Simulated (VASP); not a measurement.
Write the native input for VASP 6.6.1 that does the following.

| Quantity | Value |
| --- | --- |
| Task | relaxation of cell and atoms |
| Functional | PBE |
| Dispersion | D3(BJ) |
| Potentials or basis | VASP PAW PBE potentials, release 64 (W_sv, S) |
| Cutoff | 600 eV |
| k mesh | 6 × 6 × 4 |
| Occupations | fermi-dirac, width 0.02 eV |
| Spin | no spin polarisation |
| Dipole correction | no |
| Further INCAR settings | ALGO = Normal; EDIFF = 1e-06; IBRION = 2; EDIFFG = -0.005; NSW = 80; ISIF = 3 |

The structure of WS2 lies in POSCAR:

```
WS2
1.0
    4.0267138800      0.0000000000      0.0000000000
   -2.0133569400      3.4872365139      0.0000000000
    0.0000000000      0.0000000000      6.1899139560
W S
1 2
Direct
    0.0000000000      0.0000000000      0.0000000000
    0.3333333333      0.6666666667      0.2643343655
    0.6666666667      0.3333333333      0.7356656345
```

The input as run:

INCAR

```
SYSTEM = WS2
PREC     = Accurate       ! precision mode
ENCUT    = 600            ! plane-wave cutoff, eV
EDIFF    = 1E-6           ! SCF threshold, eV
ISMEAR   = -1             ! smearing method
SIGMA    = 0.02           ! smearing width, eV
LREAL    = .False.        ! projectors in reciprocal space
LASPH    = .True.         ! aspherical terms in the spheres
NELM     = 80             ! most SCF steps
ALGO     = Normal         ! electronic algorithm
ISIF     = 3              ! what is computed and relaxed
LWAVE    = .False.        ! write WAVECAR
LCHARG   = .False.        ! write CHGCAR
GGA      = PE             ! functional
IVDW     = 12             ! dispersion correction
IBRION   = 2              ! ionic algorithm
NSW      = 80             ! ionic steps
EDIFFG   = -0.005         ! ionic threshold
```

KPOINTS

```
Automatic mesh
0
Gamma
  6 6 4
  0 0 0
```

Potentials or basis: VASP PAW PBE potentials, release 64 (W_sv, S).

Command:

```sh
$ cat potpaw_PBE.64/W_sv/POTCAR potpaw_PBE.64/S/POTCAR > POTCAR
$ mpirun -np 1 vasp_std > vasp.out
```

Results of the run:

```json
{
  "Relaxed volume": "17.42 Å³/atom",
  "Relaxed cell": "a = 3.190 Å, b = 3.190 Å, c = 5.930 Å, α = 90.00°, β = 90.00°, γ = 120.00°",
  "Space group after relaxing (to 0.05 Å)": "P-3m1 (No. 164)",
  "Energy gained by relaxing": "1526.6 meV/atom",
  "Ionic steps": "18",
  "Pressure after relaxing": "0.0 GPa",
  "Band gap on the k mesh": "zero (band 13 reaches 8.85 eV, above the bottom of band 14 at 7.32 eV)",
  "Dispersion energy per atom": "-0.437 eV"
}
```

Caveat: the volume moved by over 15 % at a fixed basis, so the end points are rough; spin-orbit coupling is left out, which moves the levels of the heavy elements.

It took 6.4 min on 1 thread of Intel(R) Xeon(R) Platinum 8488C (Sapphire Rapids) (shared host), peak memory 0.25 GiB.
